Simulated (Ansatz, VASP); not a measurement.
One calculation of Si, two programs

```
CELL_PARAMETERS angstrom
0.00000 2.73497 2.73497
2.73497 0.00000 2.73497
2.73497 2.73497 0.00000
ATOMIC_POSITIONS crystal
Si 0.00000 0.00000 0.00000
Si 0.25000 0.25000 0.25000
```

Alike in both runs: functional PBE; k mesh 10 × 10 × 10; occupations gaussian, width 0.02 eV; no spin polarisation.

Ansatz relaxed the structure, and its values are those at the end. VASP's run is a single point on that final structure, the one shown.

```csv
,VASP,Ansatz
version,VASP 6.6.1,Ansatz 0.2.0
potentials or method,"VASP PAW PBE potentials, release 64 (Si), cutoff 500 eV","scalar-relativistic, plane waves, PAW"
valence electrons in the cell,8,8
```

Ansatz gave:

* gap on the k mesh at the Fermi level (eV): 0.62
* least direct gap on the mesh (eV): 2.55
* pressure (GPa): 0.0

Question: What did VASP give for the same quantities?

Answer: gap on the k mesh at the Fermi level (eV): 0.62; least direct gap on the mesh (eV): 2.56; pressure (GPa): -0.1.

With one functional, cell and mesh, what is left measures potentials, basis and numerics.
